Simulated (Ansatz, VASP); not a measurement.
**One calculation of Zn5O2, two programs**

```
Zn O
1.0
     3.13945    0.00000    0.00000
    -1.56973    2.71884    0.00000
     0.00000    0.00000   11.59162
Zn O
5 2
Cartesian
  0.0000 1.8126 5.6160
  0.0000 0.0000 2.7945
  1.5697 0.9063 0.0394
  1.5697 0.9063 7.7565
  0.0000 1.8126 9.7496
  0.0000 0.0000 4.7434
  1.5697 0.9063 1.9890
```

Alike in both runs: functional PBE; k mesh 12 × 12 × 4; occupations gaussian, width 0.1 eV; no spin polarisation.

Ansatz relaxed the structure, and its values are those at the end. VASP's run is a single point on that final structure, the one shown.

|  | VASP | Ansatz |
| --- | --- | --- |
| version | VASP 6.6.1 | Ansatz 0.2.0 |
| potentials or method | VASP PAW PBE potentials, release 64 (Zn, O), cutoff 520 eV | scalar-relativistic, plane waves, PAW |
| valence electrons in the cell | 72 | 72 |

```tsv
	VASP	Ansatz	Ansatz less VASP
gap on the k mesh at the Fermi level (eV)	none	none	-
pressure (GPa)	0.6	0.0	-0.63
rms of the force components (eV/Å)	0.018	0.001	-0.0169
```

A gap of «none» marks a metal or a gap that the smearing closes.
